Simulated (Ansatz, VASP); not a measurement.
**W in VASP and in Ansatz**

File INCAR:

```
PREC = Accurate
ENCUT = 520
EDIFF = 1E-6
ISMEAR = 0
SIGMA = 0.15
LREAL = F
LASPH = T
NELM = 60
ALGO = Fast
ISIF = 2
LWAVE = F
LCHARG = F
NBANDS = 13
```

The input KPOINTS:

```
regular mesh
0
Gamma
  20 20 20
```

Contents of POSCAR:

```
W
1.0
   -1.6778434946      1.5680780323      1.5680780323
    1.5680780323     -1.6778434946      1.5680780323
    1.5680780323      1.5680780323     -1.6778434946
W
1
Direct
    0.0000000000      0.0000000000      0.0000000000
```

Input for Ansatz:

```yaml
crystal:
  lattice:
    - [-1.6778434946, 1.5680780323, 1.5680780323]
    - [1.5680780323, -1.6778434946, 1.5680780323]
    - [1.5680780323, 1.5680780323, -1.6778434946]
  atoms:
    - { symbol: W, position: [0.0, 0.0, 0.0] }
basis:
  ecutwfc: 420
kpoints:
  mp_grid: { grid: [20, 20, 20] }
hamiltonian:
  xc: lda
  pseudopotentials: { kind: paw, azcp: { folder: soft_1 } }
scf:
  occupations: { method: gaussian, width: 0.15 }
output:
  forces: true
  stress: true
  eigenvalues: true
  write_density: true
  write_potential: true
  elf: true
  volumetric_format: npy
```

Change from the starting cell: equal engineering shear yz, xz and xy -0.0700, equal normal strain along x, y and z +0.0000.

Alike in both runs: task single point; functional LDA; k mesh 20 × 20 × 20; occupations gaussian, width 0.15 eV; no spin polarisation.

|  | VASP | Ansatz |
| --- | --- | --- |
| version | VASP 6.6.1 | Ansatz 0.2.0 |
| potentials or method | VASP PAW LDA potentials, release 64 (W_sv), cutoff 520 eV | scalar-relativistic, plane waves, PAW |
| valence electrons in the cell | 14 | 14 |

Ansatz gave:

```
gap on the k mesh at the Fermi level (eV)                     : none
pressure (GPa)                                                : 4.4
traceless stress, the component that is largest in VASP (GPa) : 14.36
```

**Question.** Which values does VASP return?

**Answer.** gap on the k mesh at the Fermi level (eV): none; pressure (GPa): 6.5; traceless stress, the component that is largest in VASP (GPa): 14.75.

Ansatz warns that its potentials were made for another functional, while VASP's fit it. LDA's correlation is that of Perdew and Zunger in VASP and of Perdew and Wang (1992) in Ansatz. A gap of «none» marks a metal or a gap that the smearing closes.

Spin-orbit coupling is off throughout.
